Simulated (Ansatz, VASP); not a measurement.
# ScAl: VASP beside Ansatz

```
Sc Al
1.0
     3.37035    0.00000    0.00000
     0.00000    3.37035    0.00000
     0.00000    0.00000    3.37035
Sc Al
1 1
Direct
  0.50000 0.50000 0.50000
  0.00000 0.00000 0.00000
```

Alike in both runs: task single point; functional LDA; k mesh 16 × 16 × 16; occupations gaussian, width 0.15 eV; no spin polarisation.

|  | VASP | Ansatz |
| --- | --- | --- |
| version | VASP 6.6.1 | Ansatz 0.2.0 |
| potentials or method | VASP PAW LDA potentials, release 64 (Sc_sv, Al), cutoff 520 eV | scalar-relativistic, plane waves, PAW |
| valence electrons in the cell | 14 | 14 |

Ansatz gave:

- gap on the k mesh at the Fermi level (eV): none
- pressure (GPa): -4.3

Q: What did VASP give for the same quantities?

A: gap on the k mesh at the Fermi level (eV): none; pressure (GPa): -4.2.

LDA's correlation is that of Perdew and Zunger in VASP and of Perdew and Wang (1992) in Ansatz. A gap of «none» marks a metal or a gap that the smearing closes.
